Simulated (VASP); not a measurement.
Set up this calculation in VASP 6.6.1, as the native input.

* Task: single point
* Functional: PBEsol
* Potentials or basis: VASP PAW PBE potentials, release 64 (Ag)
* Cutoff: 520 eV
* k mesh: 20 × 20 × 20
* Occupations: gaussian, width 0.15 eV
* Spin: no spin polarisation
* Dipole correction: no
* Further INCAR settings: ALGO = Normal; EDIFF = 1e-07; NBANDS = 12

The structure of Ag lies in POSCAR:

```
Ag
1.0
    0.0000000000      2.0431000000      2.0431000000
    2.0635310000      0.0000000000      2.0431000000
    2.0635310000      2.0431000000      0.0000000000
Ag
1
Direct
    0.0000000000      0.0000000000      0.0000000000
```

This cell differs from its parent crystal: strain +0.0100 x Voigt [1, 0, 0, 0, 0, 0].

The input as run:

INCAR

```
PREC = Accurate
ENCUT = 520
EDIFF = 1E-7
ISMEAR = 0
SIGMA = 0.15
LREAL = F
LASPH = T
NELM = 80
ALGO = Normal
ISIF = 2
LWAVE = F
LCHARG = F
GGA = PS
NBANDS = 12
```

KPOINTS

```
regular mesh
0
Gamma
  20 20 20
```

Potentials or basis: VASP PAW PBE potentials, release 64 (Ag).

Run with:

```console
$ cat potpaw_PBE.64/Ag/POTCAR > POTCAR
$ mpirun -np 1 vasp_std > vasp.out
```

Results of the run:

| Item | Value |
| --- | --- |
| Pressure | -3.8 GPa |

Caveat: the cell differs from its parent crystal (strain +0.0100 x Voigt [1, 0, 0, 0, 0, 0]); the PAW data sets were made with another functional, which shifts forces and pressure a little.

It took 63 s on 1 thread of AMD EPYC 9R45 96-Core Processor (Zen 5), on a shared host, peak memory 0.21 GiB.
